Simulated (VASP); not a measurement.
Input of a VASP 6.6.1 run:

File INCAR:

```
PREC     = Accurate       # precision mode
ENCUT    = 520            # plane-wave cutoff, eV
EDIFF    = 1E-7           # SCF threshold, eV
ISMEAR   = -1             # smearing method
SIGMA    = 0.05           # smearing width, eV
LREAL    = Auto         
LASPH    = T              # aspherical terms in the spheres
NELM     = 60             # most SCF steps
ALGO     = Normal         # electronic algorithm
ISIF     = 2              # what is computed and relaxed
LWAVE    = F              # write WAVECAR
LCHARG   = F              # write CHGCAR
GGA      = PE             # functional
NBANDS   = 84             # bands
```

File KPOINTS:

```
regular mesh
0
Gamma
  3 3 3
```

POSCAR

```
Ta3AsAu2O13
1.0
    5.2770886939      3.0467248226      4.1701660976
   -5.2770886939      3.0467248226      4.1701660976
    0.0000000000     -6.0934597114      4.1701660976
Ta As Au O
3 1 2 13
Direct
    0.2310800000      0.5722900000      0.2310800000
    0.2310800000      0.2310800000      0.5722900000
    0.5722900000      0.2310800000      0.2310800000
    0.5587800000      0.5587800000      0.5587800000
    0.9655900000      0.9655900000      0.9655900000
    0.7510500000      0.7510500000      0.7510500000
    0.4088400000      0.6676200000      0.4088400000
    0.4088400000      0.4088400000      0.6676200000
    0.6676200000      0.4088400000      0.4088400000
    0.4972600000      0.0131300000      0.3602400000
    0.3602400000      0.4972600000      0.0131300000
    0.0131300000      0.3602400000      0.4972600000
    0.3602400000      0.0131300000      0.4972600000
    0.0131300000      0.4972600000      0.3602400000
    0.4972600000      0.3602400000      0.0131300000
    0.1096300000      0.7480600000      0.1096300000
    0.1096300000      0.1096300000      0.7480600000
    0.7480600000      0.1096300000      0.1096300000
    0.3084000000      0.3084000000      0.3084000000
```

Potentials or basis: VASP PAW PBE potentials, release 64 (Ta_pv, As, Au, O).

Run with:

```console
$ cat potpaw_PBE.64/Ta_pv/POTCAR potpaw_PBE.64/As/POTCAR potpaw_PBE.64/Au/POTCAR potpaw_PBE.64/O/POTCAR > POTCAR
$ mpirun -np 1 vasp_std > vasp.out
```

(1) Predict the pressure.

(2) What does it give for the band gap on the k mesh?

## Answers

(1) -1.4 GPa.

(2) 1.04 eV, indirect (least direct gap 1.08 eV).

Caveat: spin-orbit coupling is left out, which moves the levels of the heavy elements.
